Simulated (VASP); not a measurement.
# NbVN2 (P6/mmm) in VASP: single point with PBE

Aim: the single point of NbVN2 with PBE.

Program: VASP 6.6.1. These are calculated values, not measurements. Logs are shortened: lines on timing, memory, paths and dates and some standing lists are left out, and cuts for length are marked.

**1. The cell of the first run**

Symmetry: P6/mmm, No. 191, hexagonal system. The conventional cell has a = 3.624 Å, b = 3.624 Å, c = 4.677 Å, α = 90.00°, β = 90.00°, γ = 120.00°. Nb (site symmetry 6/mmm) has 6 N at 2.09 Å and 2 V at 2.34 Å within 2.8 Å. Within 3.1 Å of V (site symmetry 6/mmm) lie 2 Nb at 2.34 Å. N (site symmetry -6m2) has 3 N at 2.09 Å and 3 Nb at 2.09 Å within 2.8 Å.

**2. Single point, PBE, collinear spin, ferromagnetic start**

File INCAR:

```
PREC = Accurate
ENCUT = 520
EDIFF = 1E-6
ISMEAR = 0
SIGMA = 0.1
LREAL = F
LASPH = T
NELM = 150
ALGO = Normal
ISIF = 2
LWAVE = F
LCHARG = F
ISPIN = 2
MAGMOM = 0 2 0 0
LORBIT = 11
LMAXMIX = 4
GGA = PE
NBANDS = 30
```

File KPOINTS:

```
Automatic mesh
0
Gamma
  6 6 4
```

File POSCAR:

```
NbVN2
1.0
    3.6244040100      0.0000000000      0.0000000000
   -1.8122020000      3.1388259400      0.0000000000
    0.0000000000      0.0000000000      4.6773169500
Nb V N
1 1 2
Direct
    0.0000000000      0.0000000000      0.5000000000
    0.0000000000      0.0000000000      0.0000000000
    0.3333333300      0.6666666700      0.5000000000
    0.6666666700      0.3333333300      0.5000000000
```

Potentials or basis: VASP PAW PBE potentials, release 64 (Nb_sv, V_sv, N).

The run is started by

```bash
$ cat potpaw_PBE.64/Nb_sv/POTCAR potpaw_PBE.64/V_sv/POTCAR potpaw_PBE.64/N/POTCAR > POTCAR
$ mpirun -np 1 vasp_std > vasp.out
```

OUTCAR:

```text
PREC = Accurate
   ENCUT = 520
   EDIFF = 1E-6
   ISMEAR = 0
   LREAL = F
   LASPH = T
   NELM = 150
   ISIF = 2
   ISPIN = 2
   LORBIT = 11
   GGA = PE

 ion  position               nearest neighbor table
   1  0.000  0.000  0.500-   3 2.09   4 2.09   3 2.09   4 2.09   4 2.09   3 2.09   2 2.34   2 2.34

   2  0.000  0.000  0.000-   1 2.34   1 2.34
   3  0.333  0.667  0.500-   1 2.09   1 2.09   1 2.09
   4  0.667  0.333  0.500-   1 2.09   1 2.09   1 2.09

  LATTYP: Found a hexagonal cell.
 ALAT       =     3.6244040100
 C/A-ratio  =     1.2905065045

  Lattice vectors:

 A1 = (   3.6244040100,   0.0000000000,   0.0000000000)
 A2 = (  -1.8122020000,   3.1388259400,   0.0000000000)
 A3 = (   0.0000000000,   0.0000000000,   4.6773169500)

Analysis of symmetry for initial positions (statically):
=====================================================================
 Subroutine PRICEL returns:
 Original cell was already a primitive cell.

 Routine SETGRP: Setting up the symmetry group for a
 hexagonal supercell.

 Subroutine GETGRP returns: Found 24 space group operations
 (whereof 24 operations were pure point group operations)
 out of a pool of 24 trial point group operations.

The static configuration has the point symmetry D_6h.

Analysis of symmetry for dynamics (positions and initial velocities):
=====================================================================
 Subroutine PRICEL returns:
 Original cell was already a primitive cell.

 Routine SETGRP: Setting up the symmetry group for a
 hexagonal supercell.

 Subroutine GETGRP returns: Found 24 space group operations
 (whereof 24 operations were pure point group operations)
 out of a pool of 24 trial point group operations.

The dynamic configuration has the point symmetry D_6h.

Analysis of structural, dynamic, and magnetic symmetry:
=====================================================================
 Subroutine PRICEL returns:
 Original cell was already a primitive cell.

 Routine SETGRP: Setting up the symmetry group for a
 hexagonal supercell.

 Subroutine GETGRP returns: Found 24 space group operations
 (whereof 24 operations were pure point group operations)
 out of a pool of 24 trial point group operations.

The overall configuration has the point symmetry D_6h.

 Subroutine INISYM returns: Found 24 space group operations
 (whereof 24 operations are pure point group operations),
 and found     1 'primitive' translations

----------------------------------------------------------------------------------------

                                     Primitive cell

  volume of cell :      53.2109

  direct lattice vectors                    reciprocal lattice vectors
     3.624404010  0.000000000  0.000000000     0.275907431  0.159295230  0.000000000
    -1.812202000  3.138825940  0.000000000     0.000000000  0.318590460  0.000000000
     0.000000000  0.000000000  4.677316950     0.000000000  0.000000000  0.213797784

  length of vectors
     3.624404010  3.624404002  4.677316950     0.318590459  0.318590460  0.213797784

  position of ions in fractional coordinates (direct lattice)
     0.000000000  0.000000000  0.500000000
     0.000000000  0.000000000  0.000000000
     0.333333330  0.666666670  0.500000000
     0.666666670  0.333333330  0.500000000

  ion indices of the primitive-cell ions
   primitive index   ion index
                 1           1
                 2           2
                 3           3
                 4           4

----------------------------------------------------------------------------------------

 KPOINTS: Automatic mesh

Automatic generation of k-mesh.
 Grid dimensions read from file:
 generate k-points for:    6    6    4

 Generating k-lattice:

  Cartesian coordinates                     Fractional coordinates (reciprocal lattice)
     0.045984572  0.026549205  0.000000000     0.166666667  0.000000000  0.000000000
     0.000000000  0.053098410  0.000000000     0.000000000  0.166666667  0.000000000
     0.000000000  0.000000000  0.053449446     0.000000000  0.000000000  0.250000000

  Length of vectors
     0.053098410  0.053098410  0.053449446

  Shift w.r.t. Gamma in fractional coordinates (k-lattice)
     0.000000000  0.000000000  0.000000000

 Subroutine IBZKPT returns following result:
 ===========================================

 Found     21 irreducible k-points:

 Following reciprocal coordinates:
            Coordinates               Weight
  0.000000  0.000000  0.000000      1.000000
  0.166667 -0.000000  0.000000      6.000000
  0.333333 -0.000000  0.000000      6.000000
  0.500000 -0.000000  0.000000      3.000000
  0.166667  0.166667  0.000000      6.000000
  0.333333  0.166667  0.000000     12.000000
[... 13 lines left out ...]
  0.333333  0.166667  0.500000     12.000000
  0.333333  0.333333  0.500000      2.000000
   k-points           NKPTS =     21   k-points in BZ     NKDIM =     21   number of bands    NBANDS=     30
   number of dos      NEDOS =    301   number of ions     NIONS =      4
   total plane-waves  NPLWV =  28224
   dimension x,y,z NGX =    28 NGY =   28 NGZ =   36
   dimension x,y,z NGXF=    56 NGYF=   56 NGZF=   72
   ions per type =               1   1   2
   NGX,Y,Z   is equivalent  to a cutoff of  12.84, 12.84, 12.80 a.u.
   NGXF,Y,Z  is equivalent  to a cutoff of  25.69, 25.69, 25.59 a.u.
 SYSTEM =  unknown system
   PREC   = accura    normal or accurate (medium, high low for compatibility)
   ISTART =      0    job   : 0-new  1-cont  2-samecut
   ICHARG =      2    charge: 1-file 2-atom 10-const
   ISPIN  =      2    spin polarized calculation?
   LNONCOLLINEAR =      F non collinear calculations
   LSORBIT =      F    spin-orbit coupling
   LASPH  =      T    aspherical Exc in radial PAW
   ENCUT  =  520.0 eV  38.22 Ry    6.18 a.u.   6.74  6.74  8.70*2*pi/ulx,y,z
   NELM   =    150;   NELMIN=  2; NELMDL= -5     # of ELM steps
   EDIFF  = 0.1E-05   stopping-criterion for ELM
   LREAL  =      F    real-space projection
   EDIFFG = 0.1E-04   stopping-criterion for IOM
   NSW    =      0    number of steps for IOM
   IBRION =     -1    ionic relax: 0-MD 1-quasi-New 2-CG
   NFREE  =      0    steps in history (QN), initial steepest desc. (CG)
   ISIF   =      2    stress and relaxation
   ISYM   =      2    0-nonsym 1-usesym 2-fastsym
   POTIM  = 0.5000    time-step for ionic-motion
   TEBEG  =    0.0;   TEEND  =   0.0 temperature during run
   PSTRESS=    0.0 pullay stress
   NELECT =      36.0000    total number of electrons
   NUPDOWN=      -1.0000    fix difference up-down
   EMIN   =  10.00;   EMAX   =-10.00  energy-range for DOS
   EFERMI =   0.00;   METHOD = LEGACY
   ISMEAR =     0;   SIGMA  =   0.10  broadening in eV -4-tet -1-fermi 0-gaus
   EFERMI_NEDOS =   21; number of points for ismear=-14 and -15
   IALGO  =     38    algorithm
   IMIX   =      4    mixing-type and parameters
     AMIX     =   0.40;   BMIX     =  1.00
     AMIX_MAG =   1.60;   BMIX_MAG =  1.00
  volume/ion in A,a.u.               =      13.30        89.77
  Fermi-wavevector in a.u.,A,eV,Ry     =   1.437172  2.715862 28.102340  2.065464
  Thomas-Fermi vector in A             =   2.556279
   LORBIT       =     11    0 simple, 1 ext, 2 COOP (PROOUT), +10 PAW based schemes
   GGA     = PE    functional components
   LHFCALC =     F    Hartree Fock is set to
   AEXX    =    0.0000 exact exchange contribution
   IVDW    =     0    specifies the selected vdW correction
   LEPSILON=     F    determine dielectric tensor
   LRPA    =     F    only Hartree local field effects (RPA)
 spin polarized calculation
 Gauss-broadening in eV      SIGMA  =   0.10
  energy-cutoff  :      520.00
  volume of cell :       53.21
 maximum number of plane-waves:      1451
 NGX is ok and might be reduce to    28
   NGX = 13   NGY = 13   NGZ = 17

 number of electron      36.0000001 magnetization       3.2543529

 Free energy of the ion-electron system (eV)
  ---------------------------------------------------
  ext. energy  EPLUGINS =         0.00000000
  ---------------------------------------------------
  free energy    TOTEN  =       -28.97644376 eV

  energy without entropy =      -28.95169095  energy(sigma->0) =      -28.96406735

 E-fermi :   7.8609     XC(G=0): -11.3267

 val. band max:        7.8583288234   @ k =   0.3333   0.3333   0.5000
 cond. band min:       7.8911373069   @ k =   0.1667  -0.0000   0.5000
 fundamental gap:      0.0328084836
 Fermi energy:         7.8608840910

 spin component 1

 k-point     1 :       0.0000    0.0000    0.0000
  band No.  band energies     occupation
      1     -56.9732      1.00000
      2     -46.8090      1.00000
      3     -31.0871      1.00000
      4     -30.9025      1.00000
      5     -30.9025      1.00000
      6     -23.0154      1.00000
[... 682 lines left out ...]
     29      13.2922      0.00000
     30      18.4864      0.00000
 Fermi energy:         7.8608840910

 spin component 2

 k-point     1 :       0.0000    0.0000    0.0000
  band No.  band energies     occupation
      1     -54.6191      1.00000
      2     -46.8586      1.00000
      3     -28.9824      1.00000
      4     -28.4886      1.00000
      5     -28.4886      1.00000
      6     -22.9899      1.00000
[... 682 lines left out ...]
     29      14.6877      0.00000
     30      18.7145      0.00000

------------------------ aborting loop because EDIFF is reached ----------------------------------------

  FORCE on cell =-STRESS in cart. coord.  units (eV):
  Direction    XX          YY          ZZ          XY          YZ          ZX
  --------------------------------------------------------------------------------------
  -------------------------------------------------------------------------------------
  Total        7.0827524      7.0827524      9.7284018      0.0000000      0.0000000      0.0000000
  in kB      213.2612772    213.2612764    292.9216324      0.0000003      0.0000000      0.0000000
  external PRESSURE =     239.8147287 kB  Pullay stress =       0.0000000 kB

 VOLUME and BASIS-vectors are now :
 -----------------------------------------------------------------------------
  energy-cutoff  :      520.00
  volume of cell :       53.21
      direct lattice vectors                 reciprocal lattice vectors
     3.624404010  0.000000000  0.000000000     0.275907431  0.159295230  0.000000000
    -1.812202000  3.138825940  0.000000000     0.000000000  0.318590460  0.000000000
     0.000000000  0.000000000  4.677316950     0.000000000  0.000000000  0.213797784

 POSITION                                       TOTAL-FORCE (eV/Angst)
 -----------------------------------------------------------------------------------
      0.00000      0.00000      2.33866         0.000000      0.000000     -0.000000
      0.00000      0.00000      0.00000         0.000000      0.000000     -0.000000
     -0.00000      2.09255      2.33866         0.000000     -0.000000     -0.000000
      1.81220      1.04628      2.33866        -0.000000     -0.000000      0.000000
 -----------------------------------------------------------------------------------
    total drift:                               -0.000000      0.000000      0.000000

  FREE ENERGIE OF THE ION-ELECTRON SYSTEM (eV)
  ---------------------------------------------------
  free  energy   TOTEN  =       -28.9764437558 eV

  energy  without entropy=      -28.9516909451  energy(sigma->0) =      -28.96406735

 total charge

# of ion       s       p       d       tot
------------------------------------------
    1        2.238   6.074   2.692  11.004
    2        2.251   6.047   3.314  11.612
    3        1.330   2.299   0.000   3.629
    4        1.330   2.299   0.000   3.629
--------------------------------------------------
tot          7.149  16.719   6.007  29.874

 magnetization (x)

# of ion       s       p       d       tot
------------------------------------------
    1       -0.004   0.008  -0.084  -0.080
    2        0.037   0.025   2.389   2.450
    3        0.010   0.105   0.000   0.116
    4        0.010   0.105   0.000   0.116
--------------------------------------------------
tot          0.054   0.244   2.305   2.602
```

It took 2.3 min on 1 thread of AMD EPYC 7R43 (Zen 3), shared host; peak memory 0.18 GiB.

Results:

```yaml
Free_energy: -28.9764 eV
Pressure: 24.0 GPa
Net_moment: 3.25 μB per cell
Site_moments: Nb -0.08; V +2.45; N +0.12 μB
Valence_electrons_inside_the_program's_atomic_spheres: Nb 11.00; V 11.61; N 3.63
```

Stress tensor (GPa, compression positive):
```
21.33  0.00  0.00
 0.00 21.33  0.00
 0.00  0.00 29.29
```

With open d or f shells a metallic result of PBE can be an artefact of self-interaction; +U or a hybrid may open a gap.
